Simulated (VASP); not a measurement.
# IrO (P6_3/mmc) in VASP: notebook, part 2 of 2

VASP 6.6.1. The steps go on from the part before.

**3. Single point, PBE**

This run uses another cell than the first one, of 12.01 Å³/atom.

The input, INCAR:

```
SYSTEM = IrO
PREC     = Accurate       ! precision mode
ENCUT    = 700            ! plane-wave cutoff, eV
EDIFF    = 1E-6           ! SCF threshold, eV
ISMEAR   = 0              ! smearing method
SIGMA    = 0.1            ! smearing width, eV
LREAL    = .FALSE.        ! projectors in reciprocal space
LASPH    = .TRUE.         ! aspherical terms in the spheres
NELM     = 120            ! most SCF steps
ALGO     = Normal         ! electronic algorithm
ISIF     = 2              ! what is computed and relaxed
LWAVE    = .FALSE.        ! write WAVECAR
LCHARG   = .FALSE.        ! write CHGCAR
GGA      = PE             ! functional
NBANDS   = 31             ! bands
GGA_COMPAT= .FALSE.
```

The input, KPOINTS:

```
Automatic mesh
0
G
  18 18 8
  0 0 0
```

The input, POSCAR:

```
IrO
1.0
    3.2230463975      0.0000000000      0.0000000000
   -1.6115231988      2.7912400578      0.0000000000
    0.0000000000      0.0000000000      5.3388653761
Ir O
2 2
Direct
    0.0000000000      0.0000000000      0.0000000000
    0.0000000000      0.0000000000      0.5000000000
    0.3333333333      0.6666666667      0.2500000000
    0.6666666667      0.3333333333      0.7500000000
```

Potentials or basis: VASP PAW PBE potentials, release 64 (Ir_sv_GW, O).

On the command line:

```
$ cat potpaw_PBE.64/Ir_sv_GW/POTCAR potpaw_PBE.64/O/POTCAR > POTCAR
$ mpirun -np 1 vasp_std > vasp.out
```

OUTCAR:

```text
SYSTEM = IrO
   PREC = Accurate
   ENCUT = 700
   EDIFF = 1E-6
   ISMEAR = 0
   LREAL = .FALSE.
   LASPH = .TRUE.
   NELM = 120
   ISIF = 2
   GGA = PE

 ion  position               nearest neighbor table
   1  0.000  0.000  0.000-   3 2.29   4 2.29   4 2.29   3 2.29   4 2.29   3 2.29   2 2.67   2 2.67

   2  0.000  0.000  0.500-   3 2.29   4 2.29   4 2.29   3 2.29   4 2.29   3 2.29   1 2.67   1 2.67

   3  0.333  0.667  0.250-   1 2.29   2 2.29   1 2.29   2 2.29   1 2.29   2 2.29
   4  0.667  0.333  0.750-   1 2.29   2 2.29   1 2.29   2 2.29   1 2.29   2 2.29

  LATTYP: Found a hexagonal cell.
 ALAT       =     3.2230463975
 C/A-ratio  =     1.6564655663

  Lattice vectors:

 A1 = (   3.2230463975,   0.0000000000,   0.0000000000)
 A2 = (  -1.6115231988,   2.7912400578,   0.0000000000)
 A3 = (   0.0000000000,   0.0000000000,   5.3388653761)

Analysis of symmetry for initial positions (statically):
=====================================================================
 Subroutine PRICEL returns:
 Original cell was already a primitive cell.

 Routine SETGRP: Setting up the symmetry group for a
 hexagonal supercell.

 Subroutine GETGRP returns: Found 24 space group operations
 (whereof 12 operations were pure point group operations)
 out of a pool of 24 trial point group operations.

The static configuration has the point symmetry D_3d.
 The point group associated with its full space group is D_6h.

Analysis of symmetry for dynamics (positions and initial velocities):
=====================================================================
 Subroutine PRICEL returns:
 Original cell was already a primitive cell.

 Routine SETGRP: Setting up the symmetry group for a
 hexagonal supercell.

 Subroutine GETGRP returns: Found 24 space group operations
 (whereof 12 operations were pure point group operations)
 out of a pool of 24 trial point group operations.

The dynamic configuration has the point symmetry D_3d.
 The point group associated with its full space group is D_6h.

 Subroutine INISYM returns: Found 24 space group operations
[... 122 lines left out ...]
  volume/ion in A,a.u.               =      12.01        81.03
  Fermi-wavevector in a.u.,A,eV,Ry     =   1.613701  3.049454 35.430014  2.604033
  Thomas-Fermi vector in A             =   2.708729
   LORBIT       =      0    0 simple, 1 ext, 2 COOP (PROOUT), +10 PAW based schemes
   GGA     = PE    functional components
   LHFCALC =     F    Hartree Fock is set to
   AEXX    =    0.0000 exact exchange contribution
   IVDW    =     0    specifies the selected vdW correction
   LEPSILON=     F    determine dielectric tensor
   LRPA    =     F    only Hartree local field effects (RPA)
 non-spin polarized calculation
 Gauss-broadening in eV      SIGMA  =   0.10
  energy-cutoff  :      700.00
  volume of cell :       48.03
 maximum number of plane-waves:      2039
 NGX is ok and might be reduce to    28
   NGX = 13   NGY = 13   NGZ = 23

 number of electron      45.9999999 magnetization

 Free energy of the ion-electron system (eV)
  ---------------------------------------------------
  ext. energy  EPLUGINS =         0.00000000
  ---------------------------------------------------
  free energy    TOTEN  =       -25.49636576 eV

  energy without entropy =      -25.47477038  energy(sigma->0) =      -25.48556807

 E-fermi :   8.7139     XC(G=0): -12.9292

 val. band max:        8.7135144878   @ k =   0.2222   0.2222   0.0000
 cond. band min:       8.7185483961   @ k =   0.1667   0.0556   0.3750
 fundamental gap:      0.0050339083
 Fermi energy:         8.7138980112

 k-point     1 :       0.0000    0.0000    0.0000
  band No.  band energies     occupation
      1     -83.4811      2.00000
      2     -83.4528      2.00000
      3     -40.8070      2.00000
      4     -40.2988      2.00000
      5     -40.1784      2.00000
      6     -40.1784      2.00000
[... 805 lines left out ...]
     30      17.5911      0.00000
     31      17.7220      0.00000

 [... further k-points ...]

------------------------ aborting loop because EDIFF is reached ----------------------------------------

  FORCE on cell =-STRESS in cart. coord.  units (eV):
  Direction    XX          YY          ZZ          XY          YZ          ZX
  --------------------------------------------------------------------------------------
  -------------------------------------------------------------------------------------
  Total       -0.1745414     -0.1745414     -0.1481725      0.0000000     -0.0000000     -0.0000000
  in kB       -5.8223245     -5.8223245     -4.9427142      0.0000000     -0.0000000     -0.0000000
  external PRESSURE =      -5.5291211 kB  Pullay stress =       0.0000000 kB

 VOLUME and BASIS-vectors are now :
 -----------------------------------------------------------------------------
  energy-cutoff  :      700.00
  volume of cell :       48.03
      direct lattice vectors                 reciprocal lattice vectors
     3.223046398  0.000000000  0.000000000     0.310265468  0.179131852  0.000000000
    -1.611523199  2.791240058  0.000000000     0.000000000  0.358263703  0.000000000
     0.000000000  0.000000000  5.338865376     0.000000000  0.000000000  0.187305716

 POSITION                                       TOTAL-FORCE (eV/Angst)
 -----------------------------------------------------------------------------------
      0.00000      0.00000      0.00000        -0.000000     -0.000000      0.000000
      0.00000      0.00000      2.66943        -0.000000     -0.000000      0.000000
     -0.00000      1.86083      1.33472        -0.000000      0.000000     -0.000000
      1.61152      0.93041      4.00415         0.000000     -0.000000      0.000000
 -----------------------------------------------------------------------------------
    total drift:                                0.000000     -0.000000      0.000000

  FREE ENERGIE OF THE ION-ELECTRON SYSTEM (eV)
  ---------------------------------------------------
  free  energy   TOTEN  =       -25.4963657554 eV

  energy  without entropy=      -25.4747703778  energy(sigma->0) =      -25.48556807
```

OSZICAR:

```text
N       E                     dE             d eps       ncg     rms          rms(c)
DAV:   1     0.500351666352E+03    0.50035E+03   -0.36173E+04 11526   0.196E+03
DAV:   2    -0.113211590892E+02   -0.51167E+03   -0.49424E+03 13852   0.534E+02
DAV:   3    -0.312540414799E+02   -0.19933E+02   -0.19188E+02 13556   0.989E+01
DAV:   4    -0.314295356849E+02   -0.17549E+00   -0.17516E+00 12223   0.985E+00
DAV:   5    -0.314316072120E+02   -0.20715E-02   -0.20707E-02 13688   0.819E-01    0.708E+01
DAV:   6    -0.281484620764E+02    0.32831E+01   -0.30675E+01 11568   0.381E+01    0.521E+01
DAV:   7    -0.263782829060E+02    0.17702E+01   -0.13702E+01 11541   0.263E+01    0.210E+01
DAV:   8    -0.254874978547E+02    0.89079E+00   -0.15727E+00 11612   0.972E+00    0.308E+00
DAV:   9    -0.254993203954E+02   -0.11823E-01   -0.13019E-01 13053   0.219E+00    0.103E+00
DAV:  10    -0.254963436874E+02    0.29767E-02   -0.42230E-03 12495   0.545E-01    0.194E-01
DAV:  11    -0.254963658190E+02   -0.22132E-04   -0.64472E-04 12646   0.169E-01    0.355E-02
DAV:  12    -0.254963657554E+02    0.63622E-07   -0.66678E-06 13262   0.221E-02
   1 F= -.25496366E+02 E0= -.25485568E+02  d E =-.215954E-01
```

stdout:

```text
POSCAR found type information on POSCAR IrO
 POSCAR found :  2 types and       4 ions
 scaLAPACK will be used
 LDA part: xc-table for (Slater+PW92), standard interpolation
 POSCAR, INCAR and KPOINTS ok, starting setup
 FFT: planning ... GRIDC
 FFT: planning ... GRID_SOFT
 FFT: planning ... GRID
 WAVECAR not read
 entering main loop
```

Wall time 2.9 min (1 thread of Intel Xeon 6975P-C (Granite Rapids), shared host); peak memory 0.46 GiB.

Results:

```yaml
Free_energy: -25.4964 eV
Pressure: -0.6 GPa
Band_gap_on_the_k_mesh: zero (bands 23 and 24 overlap by 1.18 eV)
```

Caveat: spin-orbit coupling is left out, which moves the levels of the heavy elements.
